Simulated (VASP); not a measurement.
# Ti3Si (P6_3/mmc) in VASP: a series of runs

The runs below take Ti3Si through single point, with PBEsol.

All numbers are computed with VASP 6.6.1; they aren't measurements. Logs are shortened: lines on timing, memory, paths and dates and some standing lists are left out, and cuts for length are marked.

**1. The cell of the first run**

The structure is hexagonal, space group P6_3/mmc (No. 194). The conventional cell has a = 5.631 Å, b = 5.631 Å, c = 4.505 Å, α = 90.00°, β = 90.00°, γ = 120.00°. Within 3.6 Å of Ti (site symmetry mm2) lie 8 Ti at 2.73 to 2.90 Å and 4 Si at 2.75 to 2.82 Å. Within 3.6 Å of Si (site symmetry -6m2) lie 12 Ti at 2.75 to 2.82 Å.

**2. Single point, PBEsol**

INCAR reads:

```
  PREC = Accurate
  ENCUT = 520
  EDIFF = 1E-6
  ISMEAR = 0
  SIGMA = 0.1
  LREAL = False
  LASPH = True
  NELM = 60
  ALGO = Fast
  ISIF = 2
  LWAVE = False
  LCHARG = True
  GGA = PS
  LELF = True
  LVHAR = True
  NBANDS = 50
```

KPOINTS reads:

```
Automatic mesh
0
Gamma
  6 6 8
```

POSCAR reads:

```
Ti3Si
1.0
    5.6313135898      0.0000000000      0.0000000000
   -2.8156567949      4.8768606255      0.0000000000
    0.0000000000      0.0000000000      4.5054524700
Ti Si
6 2
Direct
    0.3432205508      0.1716102754      0.7500000000
    0.8283897246      0.1716102754      0.7500000000
    0.8283897246      0.6567794492      0.7500000000
    0.6567794492      0.8283897246      0.2500000000
    0.1716102754      0.8283897246      0.2500000000
    0.1716102754      0.3432205508      0.2500000000
    0.3333333333      0.6666666667      0.7500000000
    0.6666666667      0.3333333333      0.2500000000
```

Potentials or basis: VASP PAW PBE potentials, release 64 (Ti_sv, Si).

The run is started by

```
$ cat potpaw_PBE.64/Ti_sv/POTCAR potpaw_PBE.64/Si/POTCAR > POTCAR
$ mpirun -np 1 vasp_std > vasp.out
```

OUTCAR:

```text
PREC = Accurate
   ENCUT = 520
   EDIFF = 1E-6
   ISMEAR = 0
   LREAL = False
   LASPH = True
   NELM = 60
   ISIF = 2
   GGA = PS

 ion  position               nearest neighbor table
   1  0.343  0.172  0.750-   2 2.73   3 2.73   8 2.75   8 2.75   6 2.81   6 2.81   5 2.81   5 2.81
                             7 2.82   7 2.82   2 2.90   3 2.90
   2  0.828  0.172  0.750-   1 2.73   3 2.73   8 2.75   8 2.75   6 2.81   6 2.81   4 2.81   4 2.81
                             7 2.82   7 2.82   1 2.90   3 2.90
   3  0.828  0.657  0.750-   1 2.73   2 2.73   8 2.75   8 2.75   4 2.81   4 2.81   5 2.81   5 2.81
                             7 2.82   7 2.82   2 2.90   1 2.90
   4  0.657  0.828  0.250-   5 2.73   6 2.73   7 2.75   7 2.75   3 2.81   3 2.81   2 2.81   2 2.81
                             8 2.82   8 2.82   5 2.90   6 2.90
   5  0.172  0.828  0.250-   4 2.73   6 2.73   7 2.75   7 2.75   3 2.81   3 2.81   1 2.81   1 2.81
                             8 2.82   8 2.82   4 2.90   6 2.90
   6  0.172  0.343  0.250-   4 2.73   5 2.73   7 2.75   7 2.75   1 2.81   1 2.81   2 2.81   2 2.81
                             8 2.82   8 2.82   5 2.90   4 2.90
   7  0.333  0.667  0.750-   5 2.75   5 2.75   4 2.75   4 2.75   6 2.75   6 2.75   3 2.82   1 2.82
                             2 2.82   2 2.82   3 2.82   1 2.82
   8  0.667  0.333  0.250-   2 2.75   2 2.75   1 2.75   1 2.75   3 2.75   3 2.75   6 2.82   4 2.82
                             5 2.82   5 2.82   6 2.82   4 2.82

  LATTYP: Found a hexagonal cell.
 ALAT       =     5.6313135898
 C/A-ratio  =     0.8000713152

  Lattice vectors:

 A1 = (   5.6313135898,   0.0000000000,   0.0000000000)
 A2 = (  -2.8156567949,   4.8768606255,   0.0000000000)
 A3 = (   0.0000000000,   0.0000000000,   4.5054524700)

Analysis of symmetry for initial positions (statically):
=====================================================================
 Subroutine PRICEL returns:
 Original cell was already a primitive cell.

 Routine SETGRP: Setting up the symmetry group for a
 hexagonal supercell.

 Subroutine GETGRP returns: Found 24 space group operations
 (whereof 12 operations were pure point group operations)
 out of a pool of 24 trial point group operations.

The static configuration has the point symmetry D_3d.
 The point group associated with its full space group is D_6h.

Analysis of symmetry for dynamics (positions and initial velocities):
=====================================================================
 Subroutine PRICEL returns:
 Original cell was already a primitive cell.

 Routine SETGRP: Setting up the symmetry group for a
 hexagonal supercell.

 Subroutine GETGRP returns: Found 24 space group operations
 (whereof 12 operations were pure point group operations)
 out of a pool of 24 trial point group operations.

The dynamic configuration has the point symmetry D_3d.
 The point group associated with its full space group is D_6h.

 Subroutine INISYM returns: Found 24 space group operations
 (whereof 12 operations are pure point group operations),
 and found     1 'primitive' translations

----------------------------------------------------------------------------------------

                                     Primitive cell

  volume of cell :     123.7338

  direct lattice vectors                    reciprocal lattice vectors
     5.631313590  0.000000000  0.000000000     0.177578461  0.102524972  0.000000000
    -2.815656795  4.876860625  0.000000000     0.000000000  0.205049944  0.000000000
     0.000000000  0.000000000  4.505452470     0.000000000  0.000000000  0.221953290

  length of vectors
     5.631313590  5.631313590  4.505452470     0.205049944  0.205049944  0.221953290

  position of ions in fractional coordinates (direct lattice)
     0.343220551  0.171610275  0.750000000
     0.828389725  0.171610275  0.750000000
     0.828389725  0.656779449  0.750000000
     0.656779449  0.828389725  0.250000000
     0.171610275  0.828389725  0.250000000
     0.171610275  0.343220551  0.250000000
     0.333333333  0.666666667  0.750000000
     0.666666667  0.333333333  0.250000000

  ion indices of the primitive-cell ions
   primitive index   ion index
                 1           1
                 2           2
                 3           3
                 4           4
                 5           5
                 6           6
                 7           7
                 8           8

----------------------------------------------------------------------------------------

 KPOINTS: Automatic mesh

Automatic generation of k-mesh.
 Grid dimensions read from file:
 generate k-points for:    6    6    8

 Generating k-lattice:

  Cartesian coordinates                     Fractional coordinates (reciprocal lattice)
     0.029596410  0.017087495  0.000000000     0.166666667  0.000000000  0.000000000
     0.000000000  0.034174991  0.000000000     0.000000000  0.166666667  0.000000000
     0.000000000  0.000000000  0.027744161     0.000000000  0.000000000  0.125000000

  Length of vectors
     0.034174991  0.034174991  0.027744161

  Shift w.r.t. Gamma in fractional coordinates (k-lattice)
     0.000000000  0.000000000  0.000000000

 Subroutine IBZKPT returns following result:
 ===========================================

 Found     35 irreducible k-points:

 Following reciprocal coordinates:
            Coordinates               Weight
  0.000000  0.000000  0.000000      1.000000
  0.166667 -0.000000  0.000000      6.000000
  0.333333 -0.000000  0.000000      6.000000
  0.500000  0.000000  0.000000      3.000000
  0.166667  0.166667  0.000000      6.000000
  0.333333  0.166667  0.000000     12.000000
[... 16 lines left out ...]
  0.166667 -0.000000  0.375000     12.000000
  0.333333 -0.000000  0.375000     12.000000
 [... further k-points ...]
   k-points           NKPTS =     35   k-points in BZ     NKDIM =     35   number of bands    NBANDS=     50
   number of dos      NEDOS =    301   number of ions     NIONS =      8
   total plane-waves  NPLWV =  63504
   dimension x,y,z NGX =    42 NGY =   42 NGZ =   36
   dimension x,y,z NGXF=    84 NGYF=   84 NGZF=   72
   ions per type =               6   2
   NGX,Y,Z   is equivalent  to a cutoff of  12.40, 12.40, 13.28 a.u.
   NGXF,Y,Z  is equivalent  to a cutoff of  24.80, 24.80, 26.57 a.u.
 SYSTEM =  unknown system
   PREC   = accura    normal or accurate (medium, high low for compatibility)
   ISTART =      0    job   : 0-new  1-cont  2-samecut
   ICHARG =      2    charge: 1-file 2-atom 10-const
   ISPIN  =      1    spin polarized calculation?
   LNONCOLLINEAR =      F non collinear calculations
   LSORBIT =      F    spin-orbit coupling
   LASPH  =      T    aspherical Exc in radial PAW
   ENCUT  =  520.0 eV  38.22 Ry    6.18 a.u.  10.47 10.47  8.38*2*pi/ulx,y,z
   NELM   =     60;   NELMIN=  2; NELMDL= -5     # of ELM steps
   EDIFF  = 0.1E-05   stopping-criterion for ELM
   LREAL  =      F    real-space projection
   EDIFFG = 0.1E-04   stopping-criterion for IOM
   NSW    =      0    number of steps for IOM
   IBRION =     -1    ionic relax: 0-MD 1-quasi-New 2-CG
   NFREE  =      0    steps in history (QN), initial steepest desc. (CG)
   ISIF   =      2    stress and relaxation
   ISYM   =      2    0-nonsym 1-usesym 2-fastsym
   POTIM  = 0.5000    time-step for ionic-motion
   TEBEG  =    0.0;   TEEND  =   0.0 temperature during run
   PSTRESS=    0.0 pullay stress
   NELECT =      80.0000    total number of electrons
   NUPDOWN=      -1.0000    fix difference up-down
   EMIN   =  10.00;   EMAX   =-10.00  energy-range for DOS
   EFERMI =   0.00;   METHOD = LEGACY
   ISMEAR =     0;   SIGMA  =   0.10  broadening in eV -4-tet -1-fermi 0-gaus
   EFERMI_NEDOS =   21; number of points for ismear=-14 and -15
   IALGO  =     68    algorithm
   IMIX   =      4    mixing-type and parameters
     AMIX     =   0.40;   BMIX     =  1.00
     AMIX_MAG =   1.60;   BMIX_MAG =  1.00
  volume/ion in A,a.u.               =      15.47       104.37
  Fermi-wavevector in a.u.,A,eV,Ry     =   1.415605  2.675105 27.265215  2.003937
  Thomas-Fermi vector in A             =   2.537026
   LORBIT       =      0    0 simple, 1 ext, 2 COOP (PROOUT), +10 PAW based schemes
   GGA     = PS    functional components
   LHFCALC =     F    Hartree Fock is set to
   AEXX    =    0.0000 exact exchange contribution
   IVDW    =     0    specifies the selected vdW correction
   LEPSILON=     F    determine dielectric tensor
   LRPA    =     F    only Hartree local field effects (RPA)
 non-spin polarized calculation
 RMM-DIIS sequential band-by-band and
 Gauss-broadening in eV      SIGMA  =   0.10
  energy-cutoff  :      520.00
  volume of cell :      123.73
 maximum number of plane-waves:      3377
 NGX is ok and might be reduce to    42
   NGX = 21   NGY = 21   NGZ = 17

 number of electron      79.9999997 magnetization

 Free energy of the ion-electron system (eV)
  ---------------------------------------------------
  ext. energy  EPLUGINS =         0.00000000
  ---------------------------------------------------
  free energy    TOTEN  =       -65.65663398 eV

  energy without entropy =      -65.62123484  energy(sigma->0) =      -65.63893441

 E-fermi :   9.3663     XC(G=0): -11.8899

 val. band max:        9.3614188597   @ k =   0.3333  -0.0000   0.3750
 cond. band min:       9.3694908260   @ k =   0.3333   0.1667   0.0000
 fundamental gap:      0.0080719662
 Fermi energy:         9.3663039257

 k-point     1 :       0.0000    0.0000    0.0000
  band No.  band energies     occupation
      1     -47.1275      2.00000
      2     -47.0001      2.00000
      3     -46.9981      2.00000
      4     -46.9981      2.00000
      5     -46.9373      2.00000
      6     -46.9373      2.00000
[... 42 lines left out ...]
     49      11.4775      0.00000
     50      11.9555      0.00000
[... 1217 lines left out ...]
     49      11.1719      0.00000
     50      11.2871      0.00000

 [... further k-points ...]

------------------------ aborting loop because EDIFF is reached ----------------------------------------

  FORCE on cell =-STRESS in cart. coord.  units (eV):
  Direction    XX          YY          ZZ          XY          YZ          ZX
  --------------------------------------------------------------------------------------
  -------------------------------------------------------------------------------------
  Total       -2.6113483     -2.6113483     -2.5861549      0.0000000      0.0000000      0.0000000
  in kB      -33.8132502    -33.8132502    -33.4870318      0.0000000      0.0000000      0.0000000
  external PRESSURE =     -33.7045107 kB  Pullay stress =       0.0000000 kB

 VOLUME and BASIS-vectors are now :
 -----------------------------------------------------------------------------
  energy-cutoff  :      520.00
  volume of cell :      123.73
      direct lattice vectors                 reciprocal lattice vectors
     5.631313590  0.000000000  0.000000000     0.177578461  0.102524972  0.000000000
    -2.815656795  4.876860625  0.000000000     0.000000000  0.205049944  0.000000000
     0.000000000  0.000000000  4.505452470     0.000000000  0.000000000  0.221953290

 POSITION                                       TOTAL-FORCE (eV/Angst)
 -----------------------------------------------------------------------------------
      1.44959      0.83692      3.37909        -0.004029     -0.002326      0.000000
      4.18173      0.83692      3.37909         0.004029     -0.002326     -0.000000
      2.81566      3.20302      3.37909         0.000000      0.004653      0.000000
      1.36607      4.03994      1.12636         0.004029      0.002326     -0.000000
     -1.36607      4.03994      1.12636        -0.004029      0.002326      0.000000
      0.00000      1.67384      1.12636        -0.000000     -0.004653     -0.000000
     -0.00000      3.25124      3.37909        -0.000000     -0.000000     -0.000000
      2.81566      1.62562      1.12636        -0.000000      0.000000      0.000000
 -----------------------------------------------------------------------------------
    total drift:                               -0.000000      0.000000     -0.000000

  FREE ENERGIE OF THE ION-ELECTRON SYSTEM (eV)
  ---------------------------------------------------
  free  energy   TOTEN  =       -65.6566339794 eV

  energy  without entropy=      -65.6212348358  energy(sigma->0) =      -65.63893441
```

Run time: 8.7 min. Hardware: 1 thread of Intel Xeon 6975P-C (Granite Rapids), shared host; peak memory 0.33 GiB.

Results:

```
Free energy            : -65.6566 eV
Pressure               : -3.4 GPa
Largest force          : 0.005 eV/Å
Band gap on the k mesh : zero (bands 40 and 41 overlap by 0.34 eV)
```

Forces in eV/Å, atoms in the order of the input:
```
Ti  -0.004 -0.002  0.000
Ti   0.004 -0.002  0.000
Ti   0.000  0.005  0.000
Ti   0.004  0.002  0.000
Ti  -0.004  0.002  0.000
Ti   0.000 -0.005  0.000
Si   0.000  0.000  0.000
Si   0.000  0.000  0.000
```

Caveat: the cell stands under tension; the PAW data sets were made with another functional, which shifts forces and pressure a little.

**3. Single point, PBEsol (15.55 Å³/atom)**

This run uses another cell than the first one, of 15.55 Å³/atom.

INCAR reads:

```
SYSTEM = Ti3Si
ALGO = Fast ; EDIFF = 1E-7
ENCUT = 520 ; GGA = PS
ISIF = 2 ; ISMEAR = 0
LASPH = .True. ; LCHARG = .False.
LREAL = .False. ; LWAVE = .False.
NBANDS = 50 ; NELM = 100
PREC = Accurate ; SIGMA = 0.1
```

KPOINTS reads:

```
k-points
0
Gamma
  6 6 8
  0 0 0
```

POSCAR reads:

```
Ti3Si
1.0
    5.6421694939      0.0000000000      0.0000000000
   -2.8210847469      4.8862621142      0.0000000000
    0.0000000000      0.0000000000      4.5125848530
Ti Si
6 2
Direct
    0.3433769997      0.1716884998      0.7500000000
    0.8283115002      0.1716884998      0.7500000000
    0.8283115002      0.6566230003      0.7500000000
    0.6566230003      0.8283115002      0.2500000000
    0.1716884998      0.8283115002      0.2500000000
    0.1716884998      0.3433769997      0.2500000000
    0.3333333333      0.6666666667      0.7500000000
    0.6666666667      0.3333333333      0.2500000000
```

Potentials or basis: VASP PAW PBE potentials, release 64 (Ti_sv, Si).

The run is started by

```
$ cat potpaw_PBE.64/Ti_sv/POTCAR potpaw_PBE.64/Si/POTCAR > POTCAR
$ mpirun -np 1 vasp_std > vasp.out
```

Run time: 9.9 min. Hardware: 1 thread of Intel Xeon 6975P-C (Granite Rapids), shared host; peak memory 0.33 GiB.

Results (log left out):

```yaml
Free_energy: -65.6411 eV
Pressure: -4.1 GPa
Largest_force: 0.012 eV/Å
Band_gap_on_the_k_mesh: zero (bands 40 and 41 overlap by 0.34 eV)
```

Forces in eV/Å, atoms in the order of the input:
```
Ti  -0.010 -0.006  0.000
Ti   0.010 -0.006  0.000
Ti   0.000  0.012  0.000
Ti   0.010  0.006  0.000
Ti  -0.010  0.006  0.000
Ti   0.000 -0.012  0.000
Si   0.000  0.000  0.000
Si   0.000  0.000  0.000
```

Levels at points of the mesh, in eV from the Fermi level:
```csv
k point,band 38,band 39,band 40,band 41,band 42,band 43
"(0.00, 0.00, 0.00)",-1.35,-0.67,-0.29,0.48,0.48,0.49
"(0.50, 0.00, 0.00)",-0.68,-0.66,0.02,0.33,0.45,0.54
"(0.00, 0.00, 0.50)",-1.10,-0.52,-0.52,-0.04,-0.04,-0.04
"(0.50, 0.00, 0.50)",-0.50,-0.28,-0.28,0.01,0.01,0.53
```

Caveat: the cell stands under tension; the PAW data sets were made with another functional, which shifts forces and pressure a little.

**4. Single point, PBEsol (16.00 Å³/atom)**

This run uses another cell than the first one, of 16.00 Å³/atom.

INCAR reads:

```
PREC = Accurate
ENCUT = 520
EDIFF = 1E-7
ISMEAR = 0
SIGMA = 0.1
LREAL = False
LASPH = True
NELM = 60
ALGO = Fast
ISIF = 2
LWAVE = False
LCHARG = False
GGA = PS
NBANDS = 50
```

KPOINTS reads:

```
Automatic mesh
0
Gamma
  6 6 8
```

POSCAR: that of step 3 with these lines changed.

```diff
@@ -2,5 +2,5 @@
 1.0
-    5.6421694939      0.0000000000      0.0000000000
-   -2.8210847469      4.8862621142      0.0000000000
-    0.0000000000      0.0000000000      4.5125848530
+    5.6964244520      0.0000000000      0.0000000000
+   -2.8482122260      4.9332482862      0.0000000000
+    0.0000000000      0.0000000000      4.5559777539
 Ti Si
```

The run is started by

```
$ cat potpaw_PBE.64/Ti_sv/POTCAR potpaw_PBE.64/Si/POTCAR > POTCAR
$ mpirun -np 1 vasp_std > vasp.out
```

Wall time 12 min (1 thread of Intel Xeon 6975P-C (Granite Rapids), shared host); peak memory 0.34 GiB.

It converged, with:

```
Free energy            : -65.5097 eV
Pressure               : -7.5 GPa
Band gap on the k mesh : zero (bands 40 and 41 overlap by 0.32 eV)
```

Stress tensor (GPa, compression positive):
```
-7.51  0.00  0.00
 0.00 -7.51  0.00
 0.00  0.00 -7.62
```

Levels at points of the mesh, in eV from the Fermi level:
| k point | band 37 | band 38 | band 39 | band 40 | band 41 | band 42 | band 43 | band 44 |
| --- | --- | --- | --- | --- | --- | --- | --- | --- |
| (0.00, 0.00, 0.00) | -1.30 | -1.30 | -0.70 | -0.33 | 0.45 | 0.45 | 0.47 | 0.53 |
| (0.50, 0.00, 0.00) | -0.92 | -0.66 | -0.65 | 0.03 | 0.31 | 0.43 | 0.53 | 0.79 |
| (0.00, 0.00, 0.50) | -1.09 | -1.09 | -0.50 | -0.50 | -0.04 | -0.04 | -0.04 | -0.04 |
| (0.50, 0.00, 0.50) | -0.49 | -0.49 | -0.28 | -0.28 | 0.00 | 0.00 | 0.52 | 0.52 |

Caveat: the cell stands under tension; the PAW data sets were made with another functional, which shifts forces and pressure a little.

**5. Overview**

| cell | further INCAR settings | gap on the mesh (eV) | pressure (GPa) |
| --- | --- | --- | --- |
| a = 5.631, b = 5.631, c = 4.505 Å, angles 90.0, 90.0, 120.0°, 8 atoms | ALGO = Fast; EDIFF = 1e-06; NBANDS = 50 | none | -3.4 |
| a = 5.642, b = 5.642, c = 4.513 Å, angles 90.0, 90.0, 120.0°, 8 atoms | ALGO = Fast; EDIFF = 1e-07; NBANDS = 50 | none | -4.1 |
| a = 5.696, b = 5.696, c = 4.556 Å, angles 90.0, 90.0, 120.0°, 8 atoms | ALGO = Fast; EDIFF = 1e-07; NBANDS = 50 | none | -7.5 |

Alike in all rows: task single point; level PBEsol; potentials or basis VASP PAW PBE potentials, release 64 (Ti_sv, Si); no spin polarisation; k mesh 6 × 6 × 8; cutoff (eV) 520; smearing gaussian 0.1 eV.

Caveats: the cell stands under tension; the PAW data sets were made with another functional, which shifts forces and pressure a little.

Absolute energies hang on the potentials; compare differences alone.
